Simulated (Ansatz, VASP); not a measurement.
MnPdC6N6 in VASP and in Ansatz

```
Mn Pd C N
1.0
     0.00000    5.37072    5.37072
     5.37072    0.00000    5.37072
     5.37072    5.37072    0.00000
Mn Pd C N
1 1 6 6
Direct
  0.50000 0.50000 0.50000
  0.00000 0.00000 0.00000
  0.81211 0.18789 0.18789
  0.18789 0.81211 0.18789
  0.18789 0.18789 0.81211
  0.18789 0.81211 0.81211
  0.81211 0.18789 0.81211
  0.81211 0.81211 0.18789
  0.70401 0.29599 0.29599
  0.29599 0.70401 0.29599
  0.29599 0.29599 0.70401
  0.29599 0.70401 0.70401
  0.70401 0.29599 0.70401
  0.70401 0.70401 0.29599
```

Alike in both runs: functional PBE; k mesh 4 × 4 × 4; occupations gaussian, width 0.1 eV; collinear spin.

Ansatz relaxed the structure, and its values are those at the end. VASP's run is a single point on that final structure, the one shown.

```csv
,VASP,Ansatz
version,VASP 6.6.1,Ansatz 0.2.0
potentials or method,"VASP PAW PBE potentials, release 64 (Mn_pv, Pd, C, N), cutoff 520 eV","scalar-relativistic, plane waves, PAW"
valence electrons in the cell,77,87
```

VASP gave:

- pressure (GPa): -3.9
- rms of the force components (eV/Å): 0.689
- net moment per atom (μB): 0.07
- size of the moment on the site where the two differ most (μB): 0.99

Q: Which values does Ansatz return?

A: Pressure (GPa): 0.1; rms of the force components (eV/Å): 0.008; net moment per atom (μB): 0.36; size of the moment on the site where the two differ most (μB): 4.09.

The net moments are unlike, so the other rows may belong to different states. Site moments also hang on the region over which each program counts them. VASP's potentials hold 77 valence electrons a cell and Ansatz's 87, so a difference there can come from the potentials and not from the codes.

Noted on VASP's run: the standard files for N, O and F lose accuracy on very short bonds.
